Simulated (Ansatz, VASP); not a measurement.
# MnSb: VASP beside Ansatz

```
Mn Sb
1.0
     4.15000    0.00000    0.00000
    -2.07500    3.59401    0.00000
     0.00000    0.00000    5.78000
Mn Sb
2 2
Direct
  0.00000 0.00000 0.00000
  0.00000 0.00000 0.50000
  0.33333 0.66667 0.25000
  0.66667 0.33333 0.75000
```

Alike in both runs: task single point; functional PBE; k mesh 7 × 7 × 5; occupations fermi-dirac, width 0.05 eV; collinear spin.

|  | VASP | Ansatz |
| --- | --- | --- |
| version | VASP 6.6.1 | Ansatz 0.2.0 |
| potentials or method | VASP PAW PBE potentials, release 64 (Mn_pv, Sb) | PAW with Ansatz's default frozen-core files, scalar-relativistic |
| plane-wave cutoff (eV) | 520 | 420 |
| valence electrons in the cell | 36 | 60 |

Ansatz gave:

| Property | Result |
| --- | --- |
| net moment per atom (μB) | 0.00 |
| size of the moment on the site where the two differ most (μB) | 3.37 |

Problem. What did VASP give for the same quantities?

Solution. net moment per atom (μB): 0.00; size of the moment on the site where the two differ most (μB): 3.33.

Site moments also hang on the region over which each program counts them. VASP's potentials hold 36 valence electrons a cell and Ansatz's 60, so a difference there can come from the potentials and not from the codes.

Spin-orbit coupling is off throughout.
